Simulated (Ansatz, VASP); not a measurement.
One calculation of NaH, two programs

```xyz
2
Lattice="3.0720 -0.0089 0.0089 -0.0089 3.0296 0.1773 0.0089 0.1773 3.0296" Properties=species:S:1:pos:R:3 pbc="T T T"
Na    0.0000    0.1918    0.1918
H     1.5360    1.4072    1.4160
```

Alike in both runs: task single point; functional PBE; k mesh 10 × 10 × 10; occupations gaussian, width 0.02 eV; no spin polarisation.

```csv
,VASP,Ansatz
version,VASP 6.6.1,Ansatz 0.2.0
potentials or method,"VASP PAW PBE potentials, release 64 (Na_pv, H), cutoff 520 eV","scalar-relativistic, plane waves, PAW"
valence electrons in the cell,8,10
```

VASP gave:

- gap on the k mesh at the Fermi level (eV): 1.28
- least direct gap on the mesh (eV): 4.22
- pressure (GPa): 0.0
- traceless stress, the component that is largest in VASP (GPa): 2.34
- rms of the force components (eV/Å): 0.071

Problem. Which values does Ansatz return?

Solution. gap on the k mesh at the Fermi level (eV): 1.28; least direct gap on the mesh (eV): 4.23; pressure (GPa): 0.0; traceless stress, the component that is largest in VASP (GPa): 2.33; rms of the force components (eV/Å): 0.070.

Atom by atom the forces differ by 0.002 eV/Å (rms over components). The functional is the same, so the differences come from potentials, cutoffs and numerics. VASP's potentials hold 8 valence electrons a cell and Ansatz's 10, so a difference there can come from the potentials and not from the codes.
